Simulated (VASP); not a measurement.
# CuO (wurtzite type) (P6_3mc) in VASP: a series of runs, part 2 of 2

VASP 6.6.1. The steps go on from the part before.

## Step 3: Density of states, PBE

Input file POSCAR:

```
CuO
1.0
    3.1479437980      0.0000000000      0.0000000000
   -1.5739718990      2.7261992987      0.0000000000
    0.0000000000      0.0000000000      5.3860353229
Cu O
2 2
Direct
    0.3333333333      0.6666666667      0.0088223458
    0.6666666667      0.3333333333      0.5088223458
    0.3333333333      0.6666666667      0.3671776542
    0.6666666667      0.3333333333      0.8671776542
```

Input file INCAR.step1:

```
SYSTEM = CuO
PREC = Accurate
ENCUT = 520
EDIFF = 1E-6
ISMEAR = -1
SIGMA = 0.05
LREAL = .False.
LASPH = .True.
NELM = 100
ALGO = Normal
ISIF = 2
LWAVE = .False.
LCHARG = .True.
LMAXMIX = 4
GGA = PE
NBANDS = 25
```

Input file KPOINTS.step1:

```
Automatic mesh
0
Gamma
  13 13 7
  0 0 0
```

Input file INCAR.step2:

```
SYSTEM = CuO
PREC = Accurate
ENCUT = 520
EDIFF = 1E-6
ISMEAR = -5
SIGMA = 0.05
LREAL = .False.
LASPH = .True.
NELM = 100
ALGO = Normal
ISIF = 2
LWAVE = .False.
LCHARG = .False.
LMAXMIX = 4
GGA = PE
LORBIT = 11
NEDOS = 2001
ICHARG = 11
```

Input file KPOINTS.step2:

```
Automatic mesh
0
Gamma
  20 20 11
  0 0 0
```

Potentials or basis: VASP PAW PBE potentials, release 64 (Cu, O).

On the command line:

```console
$ cat potpaw_PBE.64/Cu/POTCAR potpaw_PBE.64/O/POTCAR > POTCAR
$ cp INCAR.step1 INCAR
$ cp KPOINTS.step1 KPOINTS
$ mpirun -np 1 vasp_std > vasp.out
$ cp INCAR.step2 INCAR
$ cp KPOINTS.step2 KPOINTS
$ mpirun -np 1 vasp_std > vasp.out
```

OUTCAR:

```text
SYSTEM = CuO
   PREC = Accurate
   ENCUT = 520
   EDIFF = 1E-6
   ISMEAR = -5
   LREAL = .False.
   LASPH = .True.
   NELM = 100
   ISIF = 2
   GGA = PE
   LORBIT = 11
   ICHARG = 11

 ion  position               nearest neighbor table
   1  0.333  0.667  0.009-   3 1.93   4 1.97   4 1.97   4 1.97
   2  0.667  0.333  0.509-   4 1.93   3 1.97   3 1.97   3 1.97
   3  0.333  0.667  0.367-   1 1.93   2 1.97   2 1.97   2 1.97
   4  0.667  0.333  0.867-   2 1.93   1 1.97   1 1.97   1 1.97

  LATTYP: Found a hexagonal cell.
 ALAT       =     3.1479437980
 C/A-ratio  =     1.7109693402

  Lattice vectors:

 A1 = (   3.1479437980,   0.0000000000,   0.0000000000)
 A2 = (  -1.5739718990,   2.7261992987,   0.0000000000)
 A3 = (   0.0000000000,   0.0000000000,   5.3860353229)

Analysis of symmetry for initial positions (statically):
=====================================================================
 Subroutine PRICEL returns:
 Original cell was already a primitive cell.

 Routine SETGRP: Setting up the symmetry group for a
 hexagonal supercell.

 Subroutine GETGRP returns: Found 12 space group operations
 (whereof  6 operations were pure point group operations)
 out of a pool of 24 trial point group operations.

The static configuration has the point symmetry C_3v.
 The point group associated with its full space group is C_6v.

Analysis of symmetry for dynamics (positions and initial velocities):
=====================================================================
 Subroutine PRICEL returns:
 Original cell was already a primitive cell.

 Routine SETGRP: Setting up the symmetry group for a
 hexagonal supercell.

 Subroutine GETGRP returns: Found 12 space group operations
 (whereof  6 operations were pure point group operations)
 out of a pool of 24 trial point group operations.

The dynamic configuration has the point symmetry C_3v.
 The point group associated with its full space group is C_6v.

 Subroutine INISYM returns: Found 12 space group operations
 (whereof  6 operations are pure point group operations),
 and found     1 'primitive' translations

----------------------------------------------------------------------------------------

                                     Primitive cell

  volume of cell :      46.2225

  direct lattice vectors                    reciprocal lattice vectors
     3.147943798  0.000000000  0.000000000     0.317667679  0.183405520  0.000000000
    -1.573971899  2.726199299  0.000000000     0.000000000  0.366811040  0.000000000
     0.000000000  0.000000000  5.386035323     0.000000000  0.000000000  0.185665325

  length of vectors
     3.147943798  3.147943798  5.386035323     0.366811040  0.366811040  0.185665325

  position of ions in fractional coordinates (direct lattice)
     0.333333333  0.666666667  0.008822346
     0.666666667  0.333333333  0.508822346
     0.333333333  0.666666667  0.367177654
     0.666666667  0.333333333  0.867177654

  ion indices of the primitive-cell ions
   primitive index   ion index
                 1           1
                 2           2
                 3           3
                 4           4

----------------------------------------------------------------------------------------

 KPOINTS: Automatic mesh

Automatic generation of k-mesh.
 Grid dimensions read from file:
 generate k-points for:   20   20   11

 Generating k-lattice:

  Cartesian coordinates                     Fractional coordinates (reciprocal lattice)
     0.015883384  0.009170276  0.000000000     0.050000000  0.000000000  0.000000000
     0.000000000  0.018340552  0.000000000     0.000000000  0.050000000  0.000000000
     0.000000000  0.000000000  0.016878666     0.000000000  0.000000000  0.090909091

  Length of vectors
     0.018340552  0.018340552  0.016878666

  Shift w.r.t. Gamma in fractional coordinates (k-lattice)
     0.000000000  0.000000000  0.000000000

 TETIRR: Found   4310 inequivalent tetrahedra from    26400

 Subroutine IBZKPT returns following result:
 ===========================================

 Found    264 irreducible k-points:

 Following reciprocal coordinates:
            Coordinates               Weight
  0.000000  0.000000  0.000000      1.000000
  0.050000  0.000000  0.000000      6.000000
  0.100000  0.000000  0.000000      6.000000
  0.150000  0.000000  0.000000      6.000000
  0.200000  0.000000  0.000000      6.000000
  0.250000 -0.000000  0.000000      6.000000
[... 16 lines left out ...]
  0.200000  0.100000  0.000000     12.000000
  0.250000  0.100000  0.000000     12.000000
 [... further k-points ...]
   k-points           NKPTS =    264   k-points in BZ     NKDIM =    264   number of bands    NBANDS=     21
   number of dos      NEDOS =   2001   number of ions     NIONS =      4
   total plane-waves  NPLWV =  23040
   dimension x,y,z NGX =    24 NGY =   24 NGZ =   40
   dimension x,y,z NGXF=    48 NGYF=   48 NGZF=   80
   ions per type =               2   2
   NGX,Y,Z   is equivalent  to a cutoff of  12.67, 12.67, 12.35 a.u.
   NGXF,Y,Z  is equivalent  to a cutoff of  25.35, 25.35, 24.69 a.u.
 SYSTEM =  CuO
   PREC   = accura    normal or accurate (medium, high low for compatibility)
   ISTART =      0    job   : 0-new  1-cont  2-samecut
   ICHARG =     11    charge: 1-file 2-atom 10-const
   ISPIN  =      1    spin polarized calculation?
   LNONCOLLINEAR =      F non collinear calculations
   LSORBIT =      F    spin-orbit coupling
   LASPH  =      T    aspherical Exc in radial PAW
   ENCUT  =  520.0 eV  38.22 Ry    6.18 a.u.   5.85  5.85 10.01*2*pi/ulx,y,z
   NELM   =    100;   NELMIN=  2; NELMDL=  0     # of ELM steps
   EDIFF  = 0.1E-05   stopping-criterion for ELM
   LREAL  =      F    real-space projection
[... 7 lines left out ...]
   TEBEG  =    0.0;   TEEND  =   0.0 temperature during run
   PSTRESS=    0.0 pullay stress
   NELECT =      34.0000    total number of electrons
   NUPDOWN=      -1.0000    fix difference up-down
   EMIN   =  10.00;   EMAX   =-10.00  energy-range for DOS
   EFERMI =   0.00;   METHOD = LEGACY
   ISMEAR =    -5;   SIGMA  =   0.05  broadening in eV -4-tet -1-fermi 0-gaus
   EFERMI_NEDOS =   21; number of points for ismear=-14 and -15
   IALGO  =     38    algorithm
   IMIX   =      4    mixing-type and parameters
     AMIX     =   0.40;   BMIX     =  1.00
     AMIX_MAG =   1.60;   BMIX_MAG =  1.00
  volume/ion in A,a.u.               =      11.56        77.98
  Fermi-wavevector in a.u.,A,eV,Ry     =   1.477803  2.792643 29.713787  2.183902
  Thomas-Fermi vector in A             =   2.592162
   LORBIT       =     11    0 simple, 1 ext, 2 COOP (PROOUT), +10 PAW based schemes
   GGA     = PE    functional components
   LHFCALC =     F    Hartree Fock is set to
   AEXX    =    0.0000 exact exchange contribution
   IVDW    =     0    specifies the selected vdW correction
   LEPSILON=     F    determine dielectric tensor
   LRPA    =     F    only Hartree local field effects (RPA)
 non-spin polarized calculation
 Fermi weights with tetrahedron method with Bloechl corrections
  energy-cutoff  :      520.00
  volume of cell :       46.22
 maximum number of plane-waves:      1275
 NGX is ok and might be reduce to    24

 number of electron      33.9999986 magnetization

 Free energy of the ion-electron system (eV)
  ---------------------------------------------------
  ext. energy  EPLUGINS =         0.00000000
  ---------------------------------------------------
  free energy    TOTEN  =       -19.08982908 eV

  energy without entropy =      -19.08982908  energy(sigma->0) =      -19.08982908

 E-fermi :   4.0134     XC(G=0): -11.0478

 val. band max:        4.0222314193   @ k =   0.2500   0.1000   0.2727
 cond. band min:       4.0114041397   @ k =   0.0500   0.0500   0.2727
 fundamental gap:     -0.0108272796
 Fermi energy:         4.0134064120

 k-point     1 :       0.0000    0.0000    0.0000
  band No.  band energies     occupation
      1     -14.8636      2.00000
      2     -14.2470      2.00000
      3      -2.1398      2.00000
      4      -1.0489      2.00000
      5      -0.6822      2.00000
      6      -0.6822      2.00000
[... 550 lines left out ...]
      5      -1.0304      2.00000
      6      -0.7582      2.00000
[... 13 lines left out ...]
     20      11.6161      0.00000
     21      13.1749      0.00000

 [... further k-points ...]
[... 5 lines left out ...]
  --------------------------------------------------------------------------------------
  -------------------------------------------------------------------------------------
  Total        0.3088750      0.3088750      0.3451707     -0.0000000     -0.0000000     -0.0000000
  in kB       10.7063049     10.7063049     11.9643950     -0.0000000     -0.0000000     -0.0000000
  external PRESSURE =      11.1256682 kB  Pullay stress =       0.0000000 kB

 VOLUME and BASIS-vectors are now :
 -----------------------------------------------------------------------------
  energy-cutoff  :      520.00
  volume of cell :       46.22
      direct lattice vectors                 reciprocal lattice vectors
     3.147943798  0.000000000  0.000000000     0.317667679  0.183405520  0.000000000
    -1.573971899  2.726199299  0.000000000     0.000000000  0.366811040  0.000000000
     0.000000000  0.000000000  5.386035323     0.000000000  0.000000000  0.185665325

 POSITION                                       TOTAL-FORCE (eV/Angst)
 -----------------------------------------------------------------------------------
     -0.00000      1.81747      0.04752        -0.000000      0.000000      0.001377
      1.57397      0.90873      2.74054         0.000000     -0.000000      0.001377
     -0.00000      1.81747      1.97763         0.000000     -0.000000     -0.001377
      1.57397      0.90873      4.67065        -0.000000      0.000000     -0.001377
 -----------------------------------------------------------------------------------
    total drift:                                0.000000      0.000001      0.000104

  FREE ENERGIE OF THE ION-ELECTRON SYSTEM (eV)
  ---------------------------------------------------
  free  energy   TOTEN  =       -19.0898290781 eV

  energy  without entropy=      -19.0898290781  energy(sigma->0) =      -19.08982908

 total charge

# of ion       s       p       d       tot
------------------------------------------
    1        0.355   0.400   9.117   9.872
    2        0.355   0.400   9.117   9.872
    3        1.563   3.379   0.000   4.943
    4        1.563   3.379   0.000   4.943
--------------------------------------------------
tot          3.837   7.559  18.234  29.630
```

It took 83 s on 1 thread of Intel Xeon 6975P-C (Granite Rapids), shared host; peak memory 0.32 GiB.

Results:

```yaml
Valence_electrons_inside_the_program's_atomic_spheres: Cu 9.87; O 4.94
```

Caveat: semilocal functionals often make such compounds metallic where correlation or magnetic order opens a gap, which also shifts bond lengths; tetrahedron occupations give inexact forces and stress in metals.
